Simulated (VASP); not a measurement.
Crystal: ReSb2.

```
CELL_PARAMETERS angstrom
3.30495 0.00000 0.00000
-1.65248 2.86217 0.00000
0.00000 0.00000 8.92025
ATOMIC_POSITIONS crystal
Re 0.00000 0.00000 0.00000
Sb 0.33333 0.66667 0.22598
Sb 0.66667 0.33333 0.77402
```

```yaml
Program: VASP 6.6.1
Task: relaxation of shape and atoms at fixed volume
Functional: PBE
Potentials_or_basis: VASP PAW PBE potentials, release 64 (Re, Sb)
Cutoff: 600 eV
k_mesh: 12 × 12 × 4
Occupations: gaussian, width 0.05 eV
Spin: no spin polarisation
```

At the start: pressure -1.9 GPa; volume 28.13 Å³/atom.

Q: Where does the relaxation end?

A: Over 5 steps the energy falls by 3.4 meV/atom; space group P-3m1 (No. 164, to 0.1 Å) before and after.

The path:
```tsv
step	energy change (eV)	largest force (eV/Å)	pressure (GPa)	volume (Å³)
1	0.0000	0.2735	-1.92	84.38
2	-0.0049	0.1101	-1.19	84.38
3	-0.0056	0.0238	-0.72	84.38
4	-0.0073	0.0068	-0.57	84.38
5	-0.0102	0.0080	-0.09	84.38
```

Final structure:
```
Re Sb
1.0
     3.28257    0.00000    0.00000
    -1.64129    2.84279    0.00000
     0.00000    0.00000    9.04229
Re Sb
1 2
Direct
  0.00000 0.00000 0.00000
  0.33333 0.66667 0.22155
  0.66667 0.33333 0.77845
```

Caveat: an odd number of electrons without spin polarisation forces a metal; a magnetic or distorted state may lie lower.
